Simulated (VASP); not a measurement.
# BaTiO3 (P4mm) in VASP: single point with r2SCAN

Aim: the single point of BaTiO3 with r2SCAN.

Everything below comes from runs of VASP 6.6.1. Logs are shortened: lines on timing, memory, paths and dates and some standing lists are left out, and cuts for length are marked.

## (1) The cell of the first run

Symmetry: P4mm, No. 99, tetragonal system. Conventional cell: a = 4.063 Å, b = 4.063 Å, c = 4.081 Å, α = 90.00°, β = 90.00°, γ = 90.00°. Ba (site symmetry 4mm) has 12 O at 2.84 to 2.92 Å and 8 Ti at 3.48 to 3.57 Å within 3.7 Å. Within 2.5 Å of Ti (site symmetry 4mm) lie 6 O at 1.90 to 2.18 Å. Within 2.5 Å of O (site symmetry 4mm) lie 2 Ti at 1.90 to 2.18 Å. O (site symmetry 2mm) has 2 Ti at 2.04 Å within 2.7 Å.

## (2) Single point, r2SCAN

POSCAR

```
BaTiO3
1.0
    4.0634340500      0.0000000000      0.0000000000
    0.0000000000      4.0634340500      0.0000000000
    0.0000000000      0.0000000000      8.1616113200
Ba Ti O
2 2 6
Direct
    0.0000000000      0.0000000000      0.0000000000
    0.0000000000      0.0000000000      0.5000000000
    0.5000000000      0.5000000000      0.2410000000
    0.5000000000      0.5000000000      0.7410000000
    0.5000000000      0.5000000000      0.0080000000
    0.5000000000      0.5000000000      0.5080000000
    0.5000000000      0.0000000000      0.2575000000
    0.5000000000      0.0000000000      0.7575000000
    0.0000000000      0.5000000000      0.2575000000
    0.0000000000      0.5000000000      0.7575000000
```

INCAR.step1

```
SYSTEM = BaTiO3
ALGO     = Normal         ! electronic algorithm
EDIFF    = 1E-4           ! SCF threshold, eV
ENCUT    = 520            ! plane-wave cutoff, eV
GGA      = PE             ! functional
ISMEAR   = -1             ! smearing method
LASPH    = .True.         ! aspherical terms in the spheres
LCHARG   = .False.        ! write CHGCAR
LREAL    = .False.        ! projectors in reciprocal space
LWAVE    = .True.         ! write WAVECAR
NBANDS   = 51             ! bands
NELM     = 80             ! most SCF steps
PREC     = Accurate       ! precision mode
SIGMA    = 0.1            ! smearing width, eV
```

INCAR.step2

```
SYSTEM = BaTiO3
ALGO     = Normal         ! electronic algorithm
EDIFF    = 1E-6           ! SCF threshold, eV
ENCUT    = 520            ! plane-wave cutoff, eV
ISIF     = 2              ! what is computed and relaxed
ISMEAR   = -1             ! smearing method
ISTART   = 1            
LASPH    = .True.         ! aspherical terms in the spheres
LCHARG   = .True.         ! write CHGCAR
LELF     = .True.         ! ELF
LMIXTAU  = .True.       
LREAL    = .False.        ! projectors in reciprocal space
LVHAR    = .True.       
LWAVE    = .False.        ! write WAVECAR
METAGGA  = R2SCAN         ! meta-GGA
NBANDS   = 51             ! bands
NELM     = 80             ! most SCF steps
PREC     = Accurate       ! precision mode
SIGMA    = 0.1            ! smearing width, eV
```

KPOINTS

```
k-points
0
Gamma
  6 6 3
  0 0 0
```

Potentials or basis: VASP PAW PBE potentials, release 64 (Ba_sv, Ti_sv, O).

Run with:

```console
cat potpaw_PBE.64/Ba_sv/POTCAR potpaw_PBE.64/Ti_sv/POTCAR potpaw_PBE.64/O/POTCAR > POTCAR
cp INCAR.step1 INCAR
mpirun -np 1 vasp_std > vasp.out
cp INCAR.step2 INCAR
mpirun -np 1 vasp_std > vasp.out
```

OUTCAR:

```text
SYSTEM = BaTiO3
   EDIFF = 1E-6
   ENCUT = 520
   ISIF = 2
   ISMEAR = -1
   ISTART = 1
   LASPH = .True.
   LREAL = .False.
   METAGGA = R2SCAN
   NELM = 80
   PREC = Accurate

 ion  position               nearest neighbor table
   1  0.000  0.000  0.000-   8 2.84  10 2.84  10 2.84   8 2.84   5 2.87   5 2.87   5 2.87   5 2.87
                             9 2.92   7 2.92   9 2.92   7 2.92   3 3.48   3 3.48   3 3.48   3 3.48
   2  0.000  0.000  0.500-   7 2.84   9 2.84   9 2.84   7 2.84   6 2.87   6 2.87   6 2.87   6 2.87
                             8 2.92  10 2.92   8 2.92  10 2.92   4 3.48   4 3.48   4 3.48   4 3.48
   3  0.500  0.500  0.241-   5 1.90   7 2.04   9 2.04   7 2.04   9 2.04   6 2.18   1 3.48   1 3.48
                             1 3.48   1 3.48   2 3.57   2 3.57   2 3.57   2 3.57
   4  0.500  0.500  0.741-   6 1.90   8 2.04  10 2.04   8 2.04  10 2.04   5 2.18   2 3.48   2 3.48
                             2 3.48   2 3.48   1 3.57   1 3.57   1 3.57   1 3.57
   5  0.500  0.500  0.008-   3 1.90   4 2.18   1 2.87   1 2.87   1 2.87   1 2.87
   6  0.500  0.500  0.508-   4 1.90   3 2.18   2 2.87   2 2.87   2 2.87   2 2.87
   7  0.500  0.000  0.258-   3 2.04   3 2.04   2 2.84   2 2.84   1 2.92   1 2.92
   8  0.500  0.000  0.758-   4 2.04   4 2.04   1 2.84   1 2.84   2 2.92   2 2.92
   9  0.000  0.500  0.258-   3 2.04   3 2.04   2 2.84   2 2.84   1 2.92   1 2.92
  10  0.000  0.500  0.758-   4 2.04   4 2.04   1 2.84   1 2.84   2 2.92   2 2.92

  LATTYP: Found a simple tetragonal cell.
 ALAT       =     4.0634340500
 C/A-ratio  =     2.0085502114

  Lattice vectors:

 A1 = (   4.0634340500,   0.0000000000,   0.0000000000)
 A2 = (   0.0000000000,   4.0634340500,   0.0000000000)
 A3 = (   0.0000000000,   0.0000000000,   8.1616113200)

Analysis of symmetry for initial positions (statically):
=====================================================================
 Subroutine PRICEL returns following result:

  LATTYP: Found a simple tetragonal cell.
 ALAT       =     4.0634340500
 C/A-ratio  =     1.0042751057

  Lattice vectors:

 A1 = (   4.0634340500,   0.0000000000,   0.0000000000)
 A2 = (   0.0000000000,   4.0634340500,   0.0000000000)
 A3 = (   0.0000000000,   0.0000000000,   4.0808056600)

   2 primitive cells build up your supercell.

 Routine SETGRP: Setting up the symmetry group for a
 simple tetragonal supercell.

 Subroutine GETGRP returns: Found  8 space group operations
 (whereof  8 operations were pure point group operations)
 out of a pool of 16 trial point group operations.

The static configuration has the point symmetry C_4v.

Analysis of symmetry for dynamics (positions and initial velocities):
=====================================================================
 Subroutine PRICEL returns following result:

  LATTYP: Found a simple tetragonal cell.
 ALAT       =     4.0634340500
 C/A-ratio  =     1.0042751057

  Lattice vectors:

 A1 = (   4.0634340500,   0.0000000000,   0.0000000000)
 A2 = (   0.0000000000,   4.0634340500,   0.0000000000)
 A3 = (   0.0000000000,   0.0000000000,   4.0808056600)

   2 primitive cells build up your supercell.

 Routine SETGRP: Setting up the symmetry group for a
 simple tetragonal supercell.

 Subroutine GETGRP returns: Found  8 space group operations
 (whereof  8 operations were pure point group operations)
 out of a pool of 16 trial point group operations.

The dynamic configuration has the point symmetry C_4v.

 Subroutine INISYM returns: Found  8 space group operations
 (whereof  8 operations are pure point group operations),
 and found     2 'primitive' translations

----------------------------------------------------------------------------------------

                                     Primitive cell

  volume of cell :      67.3802

  direct lattice vectors                    reciprocal lattice vectors
     4.063434050  0.000000000  0.000000000     0.246097263  0.000000000  0.000000000
     0.000000000  4.063434050  0.000000000     0.000000000  0.246097263  0.000000000
     0.000000000  0.000000000  4.080805660     0.000000000  0.000000000  0.245049650

  length of vectors
     4.063434050  4.063434050  4.080805660     0.246097263  0.246097263  0.245049650

  position of ions in fractional coordinates (direct lattice)
     0.000000000  0.000000000  0.000000000
     0.500000000  0.500000000  0.482000000
     0.500000000  0.500000000  0.016000000
     0.500000000  0.000000000  0.515000000
     0.000000000  0.500000000  0.515000000

  ion indices of the primitive-cell ions
   primitive index   ion index
                 1           1
                 2           3
                 3           5
                 4           8
                 5          10

----------------------------------------------------------------------------------------

 KPOINTS: k-points

Automatic generation of k-mesh.
 Grid dimensions read from file:
 generate k-points for:    6    6    3

 Generating k-lattice:

  Cartesian coordinates                     Fractional coordinates (reciprocal lattice)
     0.041016211  0.000000000  0.000000000     0.166666667  0.000000000  0.000000000
     0.000000000  0.041016211  0.000000000     0.000000000  0.166666667  0.000000000
     0.000000000  0.000000000  0.040841608     0.000000000  0.000000000  0.333333333

  Length of vectors
     0.041016211  0.041016211  0.040841608

  Shift w.r.t. Gamma in fractional coordinates (k-lattice)
     0.000000000  0.000000000  0.000000000

 Subroutine IBZKPT returns following result:
 ===========================================

 Found     20 irreducible k-points:

 Following reciprocal coordinates:
            Coordinates               Weight
  0.000000  0.000000  0.000000      1.000000
  0.166667  0.000000  0.000000      4.000000
  0.333333  0.000000  0.000000      4.000000
  0.500000  0.000000  0.000000      2.000000
  0.166667  0.166667  0.000000      4.000000
  0.333333  0.166667  0.000000      8.000000
[... 12 lines left out ...]
  0.500000  0.333333  0.333333      8.000000
  0.500000  0.500000  0.333333      2.000000
   k-points           NKPTS =     20   k-points in BZ     NKDIM =     20   number of bands    NBANDS=     51
   number of dos      NEDOS =    301   number of ions     NIONS =     10
   total plane-waves  NPLWV =  57600
   dimension x,y,z NGX =    30 NGY =   30 NGZ =   64
   dimension x,y,z NGXF=    60 NGYF=   60 NGZF=  128
   ions per type =               2   2   6
   NGX,Y,Z   is equivalent  to a cutoff of  12.27, 12.27, 13.04 a.u.
   NGXF,Y,Z  is equivalent  to a cutoff of  24.55, 24.55, 26.07 a.u.
 SYSTEM =  BaTiO3
   PREC   = accura    normal or accurate (medium, high low for compatibility)
   ISTART =      1    job   : 0-new  1-cont  2-samecut
   ICHARG =      0    charge: 1-file 2-atom 10-const
   ISPIN  =      1    spin polarized calculation?
   LNONCOLLINEAR =      F non collinear calculations
   LSORBIT =      F    spin-orbit coupling
   LASPH  =      T    aspherical Exc in radial PAW
   ENCUT  =  520.0 eV  38.22 Ry    6.18 a.u.   7.56  7.56 15.18*2*pi/ulx,y,z
   NELM   =     80;   NELMIN=  2; NELMDL=  0     # of ELM steps
   EDIFF  = 0.1E-05   stopping-criterion for ELM
   LREAL  =      F    real-space projection
   EDIFFG = 0.1E-04   stopping-criterion for IOM
   NSW    =      0    number of steps for IOM
   IBRION =     -1    ionic relax: 0-MD 1-quasi-New 2-CG
   NFREE  =      0    steps in history (QN), initial steepest desc. (CG)
   ISIF   =      2    stress and relaxation
   ISYM   =      2    0-nonsym 1-usesym 2-fastsym
   POTIM  = 0.5000    time-step for ionic-motion
   TEBEG  =    0.0;   TEEND  =   0.0 temperature during run
   PSTRESS=    0.0 pullay stress
   NELECT =      80.0000    total number of electrons
   NUPDOWN=      -1.0000    fix difference up-down
   EMIN   =  10.00;   EMAX   =-10.00  energy-range for DOS
   EFERMI =   0.00;   METHOD = LEGACY
   ISMEAR =    -1;   SIGMA  =   0.10  broadening in eV -4-tet -1-fermi 0-gaus
   EFERMI_NEDOS =   21; number of points for ismear=-14 and -15
   IALGO  =     38    algorithm
   IMIX   =      4    mixing-type and parameters
     AMIX     =   0.40;   BMIX     =  1.00
     AMIX_MAG =   1.60;   BMIX_MAG =  1.00
  volume/ion in A,a.u.               =      13.48        90.94
  Fermi-wavevector in a.u.,A,eV,Ry     =   1.375891  2.600057 25.756865  1.893076
  Thomas-Fermi vector in A             =   2.501186
   LORBIT       =      0    0 simple, 1 ext, 2 COOP (PROOUT), +10 PAW based schemes
   METAGGA = R2SCAN    functional components
   LHFCALC =     F    Hartree Fock is set to
   AEXX    =    0.0000 exact exchange contribution
   IVDW    =     0    specifies the selected vdW correction
   LEPSILON=     F    determine dielectric tensor
   LRPA    =     F    only Hartree local field effects (RPA)
 non-spin polarized calculation
  energy-cutoff  :      520.00
  volume of cell :      134.76
 maximum number of plane-waves:      3663
   NGX = 15   NGY = 15   NGZ = 31

 number of electron      79.9999991 magnetization

 Free energy of the ion-electron system (eV)
  ---------------------------------------------------
  ext. energy  EPLUGINS =         0.00000000
  ---------------------------------------------------
  free energy    TOTEN  =      -148.39132667 eV

  energy without entropy =     -148.39131528  energy(sigma->0) =     -148.39132097

 E-fermi :   4.2825     XC(G=0): -11.6337

 val. band max:        3.2102683349   @ k =   0.5000   0.5000   0.0000
 cond. band min:       5.2621154535   @ k =   0.0000   0.0000   0.0000
 fundamental gap:      2.0518471186
 Fermi energy:         4.2825354855

 k-point     1 :       0.0000    0.0000    0.0000
  band No.  band energies     occupation
      1     -55.8377      2.00000
      2     -55.8369      2.00000
      3     -31.0522      2.00000
      4     -31.0082      2.00000
      5     -30.9692      2.00000
      6     -30.9692      2.00000
[... 43 lines left out ...]
     50       8.6472      0.00000
     51       8.7162      0.00000
[... 1024 lines left out ...]
     50      10.9643      0.00000
     51      10.9643      0.00000

------------------------ aborting loop because EDIFF is reached ----------------------------------------

  FORCE on cell =-STRESS in cart. coord.  units (eV):
  Direction    XX          YY          ZZ          XY          YZ          ZX
  --------------------------------------------------------------------------------------
  -------------------------------------------------------------------------------------
  Total       -5.7139458     -5.7139458     -4.5985339      0.0000000      0.0000000      0.0000000
  in kB      -67.9335574    -67.9335574    -54.6723366      0.0000000      0.0000000      0.0000000
  external PRESSURE =     -63.5131505 kB  Pullay stress =       0.0000000 kB

 VOLUME and BASIS-vectors are now :
 -----------------------------------------------------------------------------
  energy-cutoff  :      520.00
  volume of cell :      134.76
      direct lattice vectors                 reciprocal lattice vectors
     4.063434050  0.000000000  0.000000000     0.246097263  0.000000000  0.000000000
     0.000000000  4.063434050  0.000000000     0.000000000  0.246097263  0.000000000
     0.000000000  0.000000000  8.161611320     0.000000000  0.000000000  0.122524825

 POSITION                                       TOTAL-FORCE (eV/Angst)
 -----------------------------------------------------------------------------------
      0.00000      0.00000      0.00000         0.000000      0.000000     -0.093905
      0.00000      0.00000      4.08081         0.000000      0.000000     -0.093905
      2.03172      2.03172      1.96695         0.000000      0.000000     -0.150700
      2.03172      2.03172      6.04775        -0.000000     -0.000000     -0.150700
      2.03172      2.03172      0.06529         0.000000     -0.000000      0.675009
      2.03172      2.03172      4.14610         0.000000     -0.000000      0.675009
      2.03172      0.00000      2.10161         0.000000      0.000000     -0.215202
      2.03172      0.00000      6.18242         0.000000      0.000000     -0.215202
      0.00000      2.03172      2.10161         0.000000      0.000000     -0.215202
      0.00000      2.03172      6.18242         0.000000     -0.000000     -0.215202
 -----------------------------------------------------------------------------------
    total drift:                                0.000000      0.000000     -0.031401

  FREE ENERGIE OF THE ION-ELECTRON SYSTEM (eV)
  ---------------------------------------------------
  free  energy   TOTEN  =      -148.3913266666 eV

  energy  without entropy=     -148.3913152805  energy(sigma->0) =     -148.39132097
```

Wall time 6.3 min (1 thread of Intel Xeon Platinum 8488C (Sapphire Rapids), shared host); peak memory 0.32 GiB.

Results:

```yaml
Free_energy: -148.3913 eV
Pressure: -6.4 GPa
Largest_force: 0.675 eV/Å
Band_gap_on_the_k_mesh: 2.05 eV
```

Forces on the atoms (eV/Å):
```
Ba   0.000  0.000 -0.094
Ba   0.000  0.000 -0.094
Ti   0.000  0.000 -0.151
Ti   0.000  0.000 -0.151
O    0.000  0.000  0.675
O    0.000  0.000  0.675
O    0.000  0.000 -0.215
O    0.000  0.000 -0.215
O    0.000  0.000 -0.215
O    0.000  0.000 -0.215
```

Caveat: the PAW data sets were made with another functional, which shifts forces and pressure a little; spin-orbit coupling is left out, which moves the levels of the heavy elements. A k mesh can miss the band edges.
